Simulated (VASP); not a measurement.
Wanted: the native input for a VASP 6.6.1 run.

```
Task                   : single point
Functional             : PBEsol
Potentials or basis    : VASP PAW PBE potentials, release 64 (Ni, Al)
Cutoff                 : 520 eV
k mesh                 : 9 × 9 × 9
Occupations            : fermi-dirac, width 0.05 eV
Spin                   : collinear spin, ferromagnetic start
Starting moments       : [1.0, 0.0] μB
Dipole correction      : no
Further INCAR settings : ALGO = Normal; EDIFF = 1e-07; NBANDS = 18
```

The structure of AlNi lies in POSCAR:

```
AlNi
1.0
    2.8126808988      0.0000000000      0.0000000000
    0.0000000000      2.8126808988      0.0000000000
    0.0000000000      0.0000000000      2.8126808988
Ni Al
1 1
Direct
    0.5000000000      0.5000000000      0.5000000000
    0.0000000000      0.0000000000      0.0000000000
```

The input as run:

INCAR

```
PREC = Accurate ; ENCUT = 520
EDIFF = 1E-7 ; ISMEAR = -1
SIGMA = 0.05 ; LREAL = F
LASPH = T ; NELM = 150
ALGO = Normal ; ISIF = 2
LWAVE = F ; LCHARG = F
ISPIN = 2 ; MAGMOM = 1 0
LORBIT = 11 ; LMAXMIX = 4
GGA = PS ; NBANDS = 18
```

KPOINTS

```
Automatic mesh
0
Gamma
  9 9 9
```

Potentials or basis: VASP PAW PBE potentials, release 64 (Ni, Al).

Launch:

```bash
$ cat potpaw_PBE.64/Ni/POTCAR potpaw_PBE.64/Al/POTCAR > POTCAR
$ mpirun -np 1 vasp_std > vasp.out
```

Results of the run:

* Pressure: 10.2 GPa
* Net moment: 0.00 μB per cell
* Valence electrons inside the program's atomic spheres: Ni 9.61; Al 0.84

Caveat: the PAW data sets were made with another functional, which shifts forces and pressure a little.

Run time: 70 s on 1 thread of AMD EPYC 7R13 (shared host), peak memory 0.13 GiB.
